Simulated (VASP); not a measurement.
The system is KCl (Sylvite).

```
K Cl
1.0
     0.00000    3.12535    3.12535
     3.12535    0.00000    3.12535
     3.12535    3.12535    0.00000
K Cl
1 1
Direct
  0.00000 0.00000 0.00000
  0.50000 0.50000 0.50000
```

Program: VASP 6.6.1. Alike in all runs: task single point; no spin polarisation; cell as given; k mesh 7 × 7 × 7; cutoff (eV) 520; smearing fermi-dirac 0.05 eV.

Problem. Order these runs on this cell by their band gap on the k mesh, lowest first.
A. level r2SCAN; potentials or basis VASP PAW PBE potentials, release 64 (K_sv, Cl)
B. level PBEsol; potentials or basis VASP PAW PBE potentials, release 64 (K_sv, Cl)
C. level LDA; potentials or basis VASP PAW LDA potentials, release 64 (K_sv, Cl)
D. level PBE; potentials or basis VASP PAW PBE potentials, release 64 (K_sv, Cl)

Solution. C (4.81 eV), B (5.09 eV), D (5.26 eV), A (5.90 eV).

A k mesh can miss the band edges.
